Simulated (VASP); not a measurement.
The system is H2Se.

```
H Se
1.0
     2.66216    0.00000    0.00000
    -1.33108    2.30550    0.00000
     0.00000    0.00000    6.23911
H Se
2 1
Direct
  0.33333 0.66667 0.50000
  0.66667 0.33333 0.50000
  0.00000 0.00000 0.00000
```

- Program: VASP 6.6.1
- Task: relaxation of cell and atoms
- Functional: PBE
- Potentials or basis: VASP PAW PBE potentials, release 64 (H, Se)
- Cutoff: 600 eV
- k mesh: 18 × 18 × 8
- Occupations: gaussian, width 0.1 eV
- Spin: no spin polarisation

At the start: pressure -0.9 GPa; volume 12.76 Å³/atom.

Problem. How do energy, volume and symmetry change on relaxing?

Solution. Over 10 steps the energy falls by 5.2 meV/atom and the volume is 14.07 Å³/atom (+10.2 %); space group P6/mmm (No. 191, to 0.1 Å) before and after.

Step by step:
```
step  energy change (eV)  largest force (eV/Å)  pressure (GPa)  volume (Å³)
   1              0.0000                0.0000           -0.94        38.29
   2             -0.0048                0.0000            0.21        37.88
   3             -0.0050                0.0000            0.48        37.78
   4             -0.0059                0.0000            0.45        37.95
   5             -0.0084                0.0000            0.36        38.46
   6             -0.0120                0.0000            0.18        39.48
   7             -0.0152                0.0000           -0.09        41.54
   8             -0.0155                0.0000           -0.17        42.25
   9             -0.0137                0.0000            0.85        42.00
  10             -0.0156                0.0000            0.03        42.20
```

Final structure:
```yaml
crystal:
  lattice:
    - [2.64143, 0.00000, 0.00000]
    - [-1.32072, 2.28755, 0.00000]
    - [0.00000, 0.00000, 6.98471]
  atoms:
    - { symbol: H, position: [0.33333, 0.66667, 0.50000] }
    - { symbol: H, position: [0.66667, 0.33333, 0.50000] }
    - { symbol: Se, position: [0.00000, 0.00000, 0.00000] }
```

Caveat: this functional lacks dispersion, which binds the layers, so the pressure and a relaxed spacing across them are unreliable.
